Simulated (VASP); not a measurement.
Set up this calculation in VASP 6.6.1, as the native input.

```
Task                   : single point
Functional             : PBE
Potentials or basis    : VASP PAW PBE potentials, release 64 (Cd)
Cutoff                 : 520 eV
k mesh                 : 10 × 10 × 13
Occupations            : fermi-dirac, width 0.1 eV
Spin                   : no spin polarisation
Dipole correction      : no
Further INCAR settings : ALGO = Normal; EDIFF = 1e-06; NBANDS = 25
```

The structure of Cd lies in POSCAR:

```
Cd
1.0
    3.8151888144      0.0000000000      0.0000000000
   -1.9075944072      3.3040504335      0.0000000000
    0.0000000000      0.0000000000      2.2946239571
Cd
3
Direct
    0.0000000000      0.0000000000      0.0000000000
    0.3333333333      0.6666666667      0.5000000000
    0.6666666667      0.3333333333      0.5000000000
```

This isn't the form of Cd at room conditions, which is hcp.

One way to write it, as run:

INCAR

```
PREC = Accurate
ENCUT = 520
EDIFF = 1E-6
ISMEAR = -1
SIGMA = 0.1
LREAL = False
LASPH = True
NELM = 60
ALGO = Normal
ISIF = 2
LWAVE = False
LCHARG = False
GGA = PE
NBANDS = 25
```

KPOINTS

```
Automatic mesh
0
Gamma
  10 10 13
```

Potentials or basis: VASP PAW PBE potentials, release 64 (Cd).

Launch:

```sh
$ cat potpaw_PBE.64/Cd/POTCAR > POTCAR
$ mpirun -np 1 vasp_std > vasp.out
```

It gave:

- Pressure: 441.3 GPa
- Band gap on the k mesh: zero (bands 18 and 19 overlap by 3.39 eV)

Caveat: the cell stands under pressure.

It took 28 s on 1 thread of AMD EPYC 9R45 96-Core Processor (Zen 5), with other jobs on the host, peak memory 0.15 GiB.
